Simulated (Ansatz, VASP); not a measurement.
# Ti: VASP beside Ansatz

Contents of INCAR:

```
SYSTEM = Ti
PREC = Accurate
ENCUT = 520
EDIFF = 1E-7
ISMEAR = 0
SIGMA = 0.15
LREAL = .FALSE.
LASPH = .TRUE.
NELM = 100
ALGO = Normal
ISIF = 2
LWAVE = .FALSE.
LCHARG = .TRUE.
GGA = PS
LELF = .TRUE.
LVHAR = .TRUE.
NBANDS = 12
```

The input KPOINTS:

```
Automatic mesh
0
G
  22 22 22
  0 0 0
```

File POSCAR:

```
Ti
1.0
   -1.6669210723      1.6669210723      1.6669210723
    1.6669210723     -1.6669210723      1.6669210723
    1.6669210723      1.6669210723     -1.6669210723
Ti
1
Direct
    0.0000000000      0.0000000000      0.0000000000
```

Input for Ansatz:

```yaml
crystal:
  lattice:
    - [-1.6669210723, 1.6669210723, 1.6669210723]
    - [1.6669210723, -1.6669210723, 1.6669210723]
    - [1.6669210723, 1.6669210723, -1.6669210723]
  atoms:
    - { symbol: Ti, position: [0.0, 0.0, 0.0] }
basis:
  ecutwfc: 520.0
kpoints:
  mp_grid: { grid: [22, 22, 22] }
hamiltonian:
  xc: pbesol
  pseudopotentials: { kind: paw }
scf:
  occupations: { method: gaussian, width: 0.15 }
  lower_state_search: "off"
output:
  forces: true
  stress: true
  eigenvalues: true
```

Alike in both runs: task single point; functional PBEsol; k mesh 22 × 22 × 22; occupations gaussian, width 0.15 eV; no spin polarisation.

|  | VASP | Ansatz |
| --- | --- | --- |
| version | VASP 6.6.1 | Ansatz 0.2.0 |
| potentials or method | VASP PAW PBE potentials, release 64 (Ti_sv), cutoff 520 eV | scalar-relativistic, plane waves, PAW |
| valence electrons in the cell | 12 | 12 |

|  | VASP | Ansatz | Ansatz less VASP |
| --- | --- | --- | --- |
| gap on the k mesh at the Fermi level (eV) | none | none | - |
| pressure (GPa) | -10.6 | -10.5 | +0.12 |

VASP's potentials were made for PBE, not for PBEsol. A gap of «none» marks a metal or a gap that the smearing closes.
